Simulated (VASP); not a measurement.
# TiIn4 (P6/mmm) in VASP: a series of runs

The runs below take TiIn4 through single point, relaxation of cell and atoms, with PBE.

Everything below comes from runs of VASP 6.6.1. Logs are shortened: lines on timing, memory, paths and dates and some standing lists are left out, and cuts for length are marked.

## 1. The cell of the first run

It takes space group P6/mmm (No. 191, hexagonal). The conventional cell has a = 4.274 Å, b = 4.274 Å, c = 8.375 Å, α = 90.00°, β = 90.00°, γ = 120.00°. Ti (site symmetry 6/mmm) has 12 In at 3.65 Å and 6 Ti at 4.27 Å within 4.8 Å. Within 3.3 Å of In (site symmetry 3m) lie 4 In at 2.47 to 2.99 Å.

The cell was generated, and may not be a known phase.

## 2. Single point, PBE

Input file INCAR:

```
ALGO = Normal
EDIFF = 1E-7
ENCUT = 520
GGA = PE
ISIF = 2
ISMEAR = 0
LASPH = T
LCHARG = F
LREAL = F
LWAVE = F
NBANDS = 40
NELM = 60
PREC = Accurate
SIGMA = 0.1
```

Input file KPOINTS:

```
k-points
0
Gamma
  6 6 2
```

Input file POSCAR:

```
TiIn4
1.0
    4.2742527600      0.0000000000      0.0000000000
   -2.1371263800      3.7016114800      0.0000000000
    0.0000000000      0.0000000000      8.3746492400
Ti In
1 4
Direct
    0.0000000000      0.0000000000      0.0000000000
    0.3333333300      0.6666666700      0.3216742700
    0.6666666700      0.3333333300      0.3216742700
    0.6666666700      0.3333333300      0.6783257300
    0.3333333300      0.6666666700      0.6783257300
```

Potentials or basis: VASP PAW PBE potentials, release 64 (Ti_sv, In_d).

The run is started by

```console
> cat potpaw_PBE.64/Ti_sv/POTCAR potpaw_PBE.64/In_d/POTCAR > POTCAR
> mpirun -np 1 vasp_std > vasp.out
```

OUTCAR:

```text
EDIFF = 1E-7
   ENCUT = 520
   GGA = PE
   ISIF = 2
   ISMEAR = 0
   LASPH = T
   LREAL = F
   NELM = 60
   PREC = Accurate

 ion  position               nearest neighbor table
   1  0.000  0.000  0.000-
   2  0.333  0.667  0.322-   3 2.47   3 2.47   3 2.47   5 2.99   4 3.87   4 3.87   4 3.87
   3  0.667  0.333  0.322-   2 2.47   2 2.47   2 2.47   4 2.99   5 3.87   5 3.87   5 3.87
   4  0.667  0.333  0.678-   5 2.47   5 2.47   5 2.47   3 2.99   2 3.87   2 3.87   2 3.87
   5  0.333  0.667  0.678-   4 2.47   4 2.47   4 2.47   2 2.99   3 3.87   3 3.87   3 3.87

  LATTYP: Found a hexagonal cell.
 ALAT       =     4.2742527600
 C/A-ratio  =     1.9593247546

  Lattice vectors:

 A1 = (   4.2742527600,   0.0000000000,   0.0000000000)
 A2 = (  -2.1371263800,   3.7016114800,   0.0000000000)
 A3 = (   0.0000000000,   0.0000000000,   8.3746492400)

Analysis of symmetry for initial positions (statically):
=====================================================================
 Subroutine PRICEL returns:
 Original cell was already a primitive cell.

 Routine SETGRP: Setting up the symmetry group for a
 hexagonal supercell.

 Subroutine GETGRP returns: Found 24 space group operations
 (whereof 24 operations were pure point group operations)
 out of a pool of 24 trial point group operations.

The static configuration has the point symmetry D_6h.

Analysis of symmetry for dynamics (positions and initial velocities):
=====================================================================
 Subroutine PRICEL returns:
 Original cell was already a primitive cell.

 Routine SETGRP: Setting up the symmetry group for a
 hexagonal supercell.

 Subroutine GETGRP returns: Found 24 space group operations
 (whereof 24 operations were pure point group operations)
 out of a pool of 24 trial point group operations.

The dynamic configuration has the point symmetry D_6h.

 Subroutine INISYM returns: Found 24 space group operations
 (whereof 24 operations are pure point group operations),
 and found     1 'primitive' translations

----------------------------------------------------------------------------------------

                                     Primitive cell

  volume of cell :     132.5005

  direct lattice vectors                    reciprocal lattice vectors
     4.274252760  0.000000000  0.000000000     0.233959023  0.135076305  0.000000000
    -2.137126380  3.701611480  0.000000000     0.000000000  0.270152609  0.000000000
     0.000000000  0.000000000  8.374649240     0.000000000  0.000000000  0.119407986

  length of vectors
     4.274252760  4.274252767  8.374649240     0.270152610  0.270152609  0.119407986

  position of ions in fractional coordinates (direct lattice)
     0.000000000  0.000000000  0.000000000
     0.333333330  0.666666670  0.321674270
     0.666666670  0.333333330  0.321674270
     0.666666670  0.333333330  0.678325730
     0.333333330  0.666666670  0.678325730

  ion indices of the primitive-cell ions
   primitive index   ion index
                 1           1
                 2           2
                 3           3
                 4           4
                 5           5

----------------------------------------------------------------------------------------

 KPOINTS: k-points

Automatic generation of k-mesh.
 Grid dimensions read from file:
 generate k-points for:    6    6    2

 Generating k-lattice:

  Cartesian coordinates                     Fractional coordinates (reciprocal lattice)
     0.038993171  0.022512717  0.000000000     0.166666667  0.000000000  0.000000000
     0.000000000  0.045025435  0.000000000     0.000000000  0.166666667  0.000000000
     0.000000000  0.000000000  0.059703993     0.000000000  0.000000000  0.500000000

  Length of vectors
     0.045025435  0.045025435  0.059703993

  Shift w.r.t. Gamma in fractional coordinates (k-lattice)
     0.000000000  0.000000000  0.000000000

 Subroutine IBZKPT returns following result:
 ===========================================

 Found     14 irreducible k-points:

 Following reciprocal coordinates:
            Coordinates               Weight
  0.000000  0.000000  0.000000      1.000000
  0.166667  0.000000  0.000000      6.000000
  0.333333  0.000000  0.000000      6.000000
  0.500000  0.000000  0.000000      3.000000
  0.166667  0.166667  0.000000      6.000000
  0.333333  0.166667  0.000000     12.000000
  0.333333  0.333333  0.000000      2.000000
  0.000000  0.000000  0.500000      1.000000
  0.166667  0.000000  0.500000      6.000000
  0.333333  0.000000  0.500000      6.000000
  0.500000  0.000000  0.500000      3.000000
  0.166667  0.166667  0.500000      6.000000
  0.333333  0.166667  0.500000     12.000000
  0.333333  0.333333  0.500000      2.000000
   k-points           NKPTS =     14   k-points in BZ     NKDIM =     14   number of bands    NBANDS=     40
   number of dos      NEDOS =    301   number of ions     NIONS =      5
   total plane-waves  NPLWV =  65536
   dimension x,y,z NGX =    32 NGY =   32 NGZ =   64
   dimension x,y,z NGXF=    64 NGYF=   64 NGZF=  128
   ions per type =               1   4
   NGX,Y,Z   is equivalent  to a cutoff of  12.45, 12.45, 12.70 a.u.
   NGXF,Y,Z  is equivalent  to a cutoff of  24.89, 24.89, 25.41 a.u.
 SYSTEM =  unknown system
   PREC   = accura    normal or accurate (medium, high low for compatibility)
   ISTART =      0    job   : 0-new  1-cont  2-samecut
   ICHARG =      2    charge: 1-file 2-atom 10-const
   ISPIN  =      1    spin polarized calculation?
   LNONCOLLINEAR =      F non collinear calculations
   LSORBIT =      F    spin-orbit coupling
   LASPH  =      T    aspherical Exc in radial PAW
   ENCUT  =  520.0 eV  38.22 Ry    6.18 a.u.   7.95  7.95 15.57*2*pi/ulx,y,z
   NELM   =     60;   NELMIN=  2; NELMDL= -5     # of ELM steps
   EDIFF  = 0.1E-06   stopping-criterion for ELM
   LREAL  =      F    real-space projection
   EDIFFG = 0.1E-05   stopping-criterion for IOM
   NSW    =      0    number of steps for IOM
   IBRION =     -1    ionic relax: 0-MD 1-quasi-New 2-CG
   NFREE  =      0    steps in history (QN), initial steepest desc. (CG)
   ISIF   =      2    stress and relaxation
   ISYM   =      2    0-nonsym 1-usesym 2-fastsym
   POTIM  = 0.5000    time-step for ionic-motion
   TEBEG  =    0.0;   TEEND  =   0.0 temperature during run
   PSTRESS=    0.0 pullay stress
   NELECT =      64.0000    total number of electrons
   NUPDOWN=      -1.0000    fix difference up-down
   EMIN   =  10.00;   EMAX   =-10.00  energy-range for DOS
   EFERMI =   0.00;   METHOD = LEGACY
   ISMEAR =     0;   SIGMA  =   0.10  broadening in eV -4-tet -1-fermi 0-gaus
   EFERMI_NEDOS =   21; number of points for ismear=-14 and -15
   IALGO  =     38    algorithm
   IMIX   =      4    mixing-type and parameters
     AMIX     =   0.40;   BMIX     =  1.00
     AMIX_MAG =   1.60;   BMIX_MAG =  1.00
  volume/ion in A,a.u.               =      26.50       178.83
  Fermi-wavevector in a.u.,A,eV,Ry     =   1.284485  2.427324 22.448265  1.649901
  Thomas-Fermi vector in A             =   2.416676
   LORBIT       =      0    0 simple, 1 ext, 2 COOP (PROOUT), +10 PAW based schemes
   GGA     = PE    functional components
   LHFCALC =     F    Hartree Fock is set to
   AEXX    =    0.0000 exact exchange contribution
   IVDW    =     0    specifies the selected vdW correction
   LEPSILON=     F    determine dielectric tensor
   LRPA    =     F    only Hartree local field effects (RPA)
 non-spin polarized calculation
 Gauss-broadening in eV      SIGMA  =   0.10
  energy-cutoff  :      520.00
  volume of cell :      132.50
 maximum number of plane-waves:      3588
 NGX is ok and might be reduce to    32
   NGX = 15   NGY = 15   NGZ = 31

 number of electron      64.0000015 magnetization

 Free energy of the ion-electron system (eV)
  ---------------------------------------------------
  ext. energy  EPLUGINS =         0.00000000
  ---------------------------------------------------
  free energy    TOTEN  =       -11.91015361 eV

  energy without entropy =      -11.87532549  energy(sigma->0) =      -11.89273955

 E-fermi :   6.8510     XC(G=0):  -9.8548

 val. band max:        6.7870834687   @ k =   0.3333   0.1667   0.5000
 cond. band min:       6.8549460027   @ k =   0.3333   0.0000   0.0000
 fundamental gap:      0.0678625339
 Fermi energy:         6.8510315972

 k-point     1 :       0.0000    0.0000    0.0000
  band No.  band energies     occupation
      1     -51.1174      2.00000
      2     -27.4000      2.00000
      3     -27.3403      2.00000
      4     -27.3403      2.00000
      5      -8.9187      2.00000
      6      -8.7013      2.00000
[... 32 lines left out ...]
     39       9.2302      0.00000
     40      11.1020      0.00000

 k-point     2 :       0.1667    0.0000    0.0000
  band No.  band energies     occupation
      1     -51.1174      2.00000
      2     -27.3998      2.00000
      3     -27.3418      2.00000
      4     -27.3407      2.00000
      5      -8.9325      2.00000
      6      -8.8043      2.00000
[... 32 lines left out ...]
     39       9.8086      0.00000
     40      11.2189      0.00000

 k-point     3 :       0.3333    0.0000    0.0000
  band No.  band energies     occupation
      1     -51.1172      2.00000
      2     -27.3994      2.00000
      3     -27.3448      2.00000
      4     -27.3415      2.00000
      5      -9.0786      2.00000
      6      -9.0299      2.00000
[... 32 lines left out ...]
     39       9.6737      0.00000
     40       9.9322      0.00000

 k-point     4 :       0.5000    0.0000    0.0000
  band No.  band energies     occupation
      1     -51.1171      2.00000
      2     -27.3993      2.00000
      3     -27.3463      2.00000
      4     -27.3419      2.00000
      5      -9.1607      2.00000
      6      -9.1200      2.00000
[... 32 lines left out ...]
     39      10.1882      0.00000
     40      10.7663      0.00000

 k-point     5 :       0.1667    0.1667    0.0000
  band No.  band energies     occupation
      1     -51.1172      2.00000
      2     -27.3995      2.00000
      3     -27.3438      2.00000
      4     -27.3416      2.00000
      5      -9.0925      2.00000
      6      -9.0523      2.00000
[... 32 lines left out ...]
     39       9.5374      0.00000
     40      11.0823      0.00000

 k-point     6 :       0.3333    0.1667    0.0000
  band No.  band energies     occupation
      1     -51.1171      2.00000
      2     -27.3993      2.00000
      3     -27.3456      2.00000
      4     -27.3427      2.00000
      5      -9.2624      2.00000
      6      -9.2308      2.00000
[... 32 lines left out ...]
     39      10.6296      0.00000
     40      10.8630      0.00000

 k-point     7 :       0.3333    0.3333    0.0000
  band No.  band energies     occupation
      1     -51.1171      2.00000
      2     -27.3992      2.00000
      3     -27.3446      2.00000
      4     -27.3446      2.00000
      5      -9.3495      2.00000
      6      -9.3193      2.00000
[... 32 lines left out ...]
     39      11.8479      0.00000
     40      11.8503      0.00000

 k-point     8 :       0.0000    0.0000    0.5000
  band No.  band energies     occupation
      1     -51.1174      2.00000
      2     -27.3999      2.00000
      3     -27.3403      2.00000
      4     -27.3403      2.00000
      5      -8.9175      2.00000
      6      -8.7023      2.00000
[... 32 lines left out ...]
     39      11.1065      0.00000
     40      11.5853      0.00000

 k-point     9 :       0.1667    0.0000    0.5000
  band No.  band energies     occupation
      1     -51.1174      2.00000
      2     -27.3998      2.00000
      3     -27.3418      2.00000
      4     -27.3407      2.00000
      5      -8.9317      2.00000
      6      -8.8046      2.00000
[... 32 lines left out ...]
     39      10.9870      0.00000
     40      11.3896      0.00000

 k-point    10 :       0.3333    0.0000    0.5000
  band No.  band energies     occupation
      1     -51.1172      2.00000
      2     -27.3994      2.00000
      3     -27.3448      2.00000
      4     -27.3415      2.00000
      5      -9.0784      2.00000
      6      -9.0301      2.00000
[... 32 lines left out ...]
     39       9.7647      0.00000
     40       9.8543      0.00000

 k-point    11 :       0.5000    0.0000    0.5000
  band No.  band energies     occupation
      1     -51.1171      2.00000
      2     -27.3993      2.00000
      3     -27.3463      2.00000
      4     -27.3419      2.00000
      5      -9.1605      2.00000
      6      -9.1202      2.00000
[... 32 lines left out ...]
     39       8.3644      0.00000
     40       9.0430      0.00000

 k-point    12 :       0.1667    0.1667    0.5000
  band No.  band energies     occupation
      1     -51.1172      2.00000
      2     -27.3995      2.00000
      3     -27.3438      2.00000
      4     -27.3416      2.00000
      5      -9.0923      2.00000
      6      -9.0524      2.00000
[... 32 lines left out ...]
     39      11.2937      0.00000
     40      11.4273      0.00000

 k-point    13 :       0.3333    0.1667    0.5000
  band No.  band energies     occupation
      1     -51.1171      2.00000
      2     -27.3993      2.00000
      3     -27.3456      2.00000
      4     -27.3427      2.00000
      5      -9.2621      2.00000
      6      -9.2311      2.00000
[... 32 lines left out ...]
     39       9.4371      0.00000
     40      10.8788      0.00000

 k-point    14 :       0.3333    0.3333    0.5000
  band No.  band energies     occupation
      1     -51.1171      2.00000
      2     -27.3992      2.00000
      3     -27.3446      2.00000
      4     -27.3446      2.00000
      5      -9.3492      2.00000
      6      -9.3196      2.00000
[... 32 lines left out ...]
     39       9.1349      0.00000
     40       9.2821      0.00000

------------------------ aborting loop because EDIFF is reached ----------------------------------------

  FORCE on cell =-STRESS in cart. coord.  units (eV):
  Direction    XX          YY          ZZ          XY          YZ          ZX
  --------------------------------------------------------------------------------------
  -------------------------------------------------------------------------------------
  Total       21.4171408     21.4171409     -6.3121566      0.0000000      0.0000000     -0.0000000
  in kB      258.9729564    258.9729574    -76.3256803      0.0000000      0.0000000     -0.0000000
  external PRESSURE =     147.2067445 kB  Pullay stress =       0.0000000 kB

 VOLUME and BASIS-vectors are now :
 -----------------------------------------------------------------------------
  energy-cutoff  :      520.00
  volume of cell :      132.50
      direct lattice vectors                 reciprocal lattice vectors
     4.274252760  0.000000000  0.000000000     0.233959023  0.135076305  0.000000000
    -2.137126380  3.701611480  0.000000000     0.000000000  0.270152609  0.000000000
     0.000000000  0.000000000  8.374649240     0.000000000  0.000000000  0.119407986

 POSITION                                       TOTAL-FORCE (eV/Angst)
 -----------------------------------------------------------------------------------
      0.00000      0.00000      0.00000         0.000000      0.000000      0.000000
     -0.00000      2.46774      2.69391         0.000000     -0.000000     -1.169247
      2.13713      1.23387      2.69391         0.000000      0.000000     -1.169247
      2.13713      1.23387      5.68074         0.000000      0.000000      1.169247
     -0.00000      2.46774      5.68074        -0.000000     -0.000000      1.169247
 -----------------------------------------------------------------------------------
    total drift:                               -0.000000      0.000000      0.000000

  FREE ENERGIE OF THE ION-ELECTRON SYSTEM (eV)
  ---------------------------------------------------
  free  energy   TOTEN  =       -11.9101536080 eV

  energy  without entropy=      -11.8753254873  energy(sigma->0) =      -11.89273955
```

Wall time 2.8 min (1 thread of Intel Xeon 8259CL, shared host); peak memory 0.27 GiB.

What came out:

```yaml
Free_energy: -11.9102 eV
Pressure: 14.7 GPa
Largest_force: 1.169 eV/Å
Band_gap_on_the_k_mesh: zero (bands 32 and 33 overlap by 0.42 eV)
```

Forces on the atoms (eV/Å):
```
Ti   0.000  0.000  0.000
In   0.000  0.000 -1.169
In   0.000  0.000 -1.169
In   0.000  0.000  1.169
In   0.000  0.000  1.169
```

Caveat: the k points lie up to 0.38 Å⁻¹ apart; spin-orbit coupling is left out, which moves the levels of the heavy elements; forces of over 1 eV/Å act on the atoms, so gaps and moduli don't describe the material at rest.

## 3. Relaxation of cell and atoms, PBE

This run uses another cell than the first one, of 26.17 Å³/atom.

Input file INCAR:

```
SYSTEM = TiIn4
PREC = Accurate
ENCUT = 600
EDIFF = 1E-6
ISMEAR = 0
SIGMA = 0.1
LREAL = .FALSE.
LASPH = .TRUE.
NELM = 60
ALGO = Fast
ISIF = 3
LWAVE = .FALSE.
LCHARG = .FALSE.
GGA = PE
IBRION = 2
NSW = 90
EDIFFG = -0.04
```

Input file KPOINTS:

```
regular mesh
0
G
  6 6 4
  0 0 0
```

Input file POSCAR:

```
TiIn4
1.0
    4.9889399230      0.0000000000      0.0000000000
   -2.4944699615      4.3205487113      0.0000000000
    0.0000000000      0.0000000000      6.0697728004
Ti In
1 4
Direct
    0.0000000000      0.0000000000      0.0000000000
    0.3333333333      0.6666666667      0.2506332368
    0.6666666667      0.3333333333      0.2506332368
    0.6666666667      0.3333333333      0.7493667632
    0.3333333333      0.6666666667      0.7493667632
```

Potentials or basis: VASP PAW PBE potentials, release 64 (Ti_sv, In_d).

The run is started by

```console
> cat potpaw_PBE.64/Ti_sv/POTCAR potpaw_PBE.64/In_d/POTCAR > POTCAR
> mpirun -np 1 vasp_std > vasp.out
```

It took 27 min on 1 thread of Intel Xeon 8259CL, shared host; peak memory 0.34 GiB.

The run converged. Its results:

| Item | Value |
| --- | --- |
| Free energy | -16.7803 eV |
| Relaxed volume | 26.24 Å³/atom |
| Relaxed cell | a = 4.883 Å, b = 4.883 Å, c = 6.354 Å, α = 90.00°, β = 90.00°, γ = 120.00° |
| Space group after relaxing (to 0.1 Å) | P6/mmm (No. 191) |
| Energy gained by relaxing | 17.3 meV/atom |
| Ionic steps | 3 |
| Pressure after relaxing | 0.0 GPa |
| Largest force after relaxing | 0.026 eV/Å |
| Band gap on the k mesh | zero (bands 32 and 33 overlap by 1.00 eV) |

Forces on the atoms (eV/Å):
```
Ti   0.000  0.000  0.000
In   0.000  0.000  0.026
In   0.000  0.000  0.026
In   0.000  0.000 -0.026
In   0.000  0.000 -0.026
```

Stress tensor (GPa, compression positive):
```
-0.06  0.00  0.00
 0.00 -0.06  0.00
 0.00  0.00  0.07
```

The path:
```csv
step,energy change (eV),largest force (eV/Å),pressure (GPa),volume (Å³)
1,0.0000,0.0595,0.11,130.83
2,-0.0726,0.0322,-0.01,131.09
3,-0.0867,0.0260,-0.02,131.19
```

Final structure:
```
Ti In
1.0
     4.88264    0.00000    0.00000
    -2.44132    4.22849    0.00000
     0.00000    0.00000    6.35423
Ti In
1 4
Cartesian
  0.0000 0.0000 0.0000
  0.0000 2.8190 1.5977
  2.4413 1.4095 1.5977
  2.4413 1.4095 4.7566
  0.0000 2.8190 4.7566
```

Levels at points of the mesh, in eV from the Fermi level:
```csv
k point,band 29,band 30,band 31,band 32,band 33,band 34,band 35,band 36
"(0.00, 0.00, 0.00)",-1.73,-1.26,-0.05,-0.05,0.54,1.71,1.71,1.79
"(0.50, 0.00, 0.00)",-2.27,-2.26,-1.51,-1.18,-0.87,0.23,0.42,1.06
"(0.00, 0.00, 0.50)",-0.66,-0.57,-0.24,-0.14,-0.14,0.38,0.40,0.40
"(0.50, 0.00, 0.50)",-1.81,-1.53,-0.91,-0.03,0.24,0.36,0.71,1.53
```

Caveat: spin-orbit coupling is left out, which moves the levels of the heavy elements.

The gap in the log of VASP goes by the Fermi energy; the results here count the filled bands.